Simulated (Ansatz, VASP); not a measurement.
# Al2O3: VASP beside Ansatz

File INCAR:

```
SYSTEM = Al2O3
ALGO = Normal
EDIFF = 1E-7
ENCUT = 520
GGA = PE
ISIF = 2
ISMEAR = 0
LASPH = .True.
LCHARG = .False.
LREAL = .False.
LWAVE = .False.
NBANDS = 35
NELM = 60
PREC = Accurate
SIGMA = 0.05
```

The input KPOINTS:

```
k-points
0
Gamma
  6 6 6
  0 0 0
```

File POSCAR:

```
Al2O3
1.0
    2.5897113169      1.4951705259      3.7692384980
   -2.5897113169      1.4951705259      3.7692384980
    0.0000000000     -2.9903410518      3.7692384980
Al O
4 6
Direct
    0.8445081524      0.8445081524      0.8445081524
    0.6554918476      0.6554918476      0.6554918476
    0.1554918476      0.1554918476      0.1554918476
    0.3445081524      0.3445081524      0.3445081524
    0.0561574040      0.4438425960      0.7500000000
    0.7500000000      0.0561574040      0.4438425960
    0.4438425960      0.7500000000      0.0561574040
    0.9438425960      0.5561574040      0.2500000000
    0.2500000000      0.9438425960      0.5561574040
    0.5561574040      0.2500000000      0.9438425960
```

Input for Ansatz:

```yaml
crystal:
  lattice:
    - [2.5897113169, 1.4951705259, 3.769238498]
    - [-2.5897113169, 1.4951705259, 3.769238498]
    - [0.0, -2.9903410518, 3.769238498]
  atoms:
    - { symbol: Al, position: [0.8445081524, 0.8445081524, 0.8445081524] }
    - { symbol: Al, position: [0.6554918476, 0.6554918476, 0.6554918476] }
    - { symbol: Al, position: [0.1554918476, 0.1554918476, 0.1554918476] }
    - { symbol: Al, position: [0.3445081524, 0.3445081524, 0.3445081524] }
    - { symbol: O, position: [0.056157404, 0.443842596, 0.75] }
    - { symbol: O, position: [0.75, 0.056157404, 0.443842596] }
    - { symbol: O, position: [0.443842596, 0.75, 0.056157404] }
    - { symbol: O, position: [0.943842596, 0.556157404, 0.25] }
    - { symbol: O, position: [0.25, 0.943842596, 0.556157404] }
    - { symbol: O, position: [0.556157404, 0.25, 0.943842596] }
basis:
  ecutwfc: 520.0
kpoints:
  mp_grid: { grid: [6, 6, 6] }
hamiltonian:
  xc: pbe
  pseudopotentials: { kind: paw, azcp: { folder: soft_1 } }
scf:
  occupations: { method: gaussian, width: 0.05 }
output:
  forces: true
  stress: true
  eigenvalues: true
```

Alike in both runs: task single point; functional PBE; k mesh 6 × 6 × 6; occupations gaussian, width 0.05 eV; no spin polarisation.

```csv
,VASP,Ansatz
version,VASP 6.6.1,Ansatz 0.2.0
potentials or method,"VASP PAW PBE potentials, release 64 (Al, O), cutoff 520 eV","scalar-relativistic, plane waves, PAW"
valence electrons in the cell,48,48
```

|  | VASP | Ansatz | Ansatz less VASP |
| --- | --- | --- | --- |
| gap on the k mesh at the Fermi level (eV) | 3.76 | 3.78 | +0.016 |
| least direct gap on the mesh (eV) | 3.76 | 3.78 | +0.016 |
| pressure (GPa) | 5.9 | 5.9 | 0.00 |
| traceless stress, the component that is largest in VASP (GPa) | 63.98 | 64.00 | +0.024 |
| rms of the force components (eV/Å) | 2.086 | 2.079 | -0.0071 |

Atom by atom the forces differ by 0.012 eV/Å (rms over components).
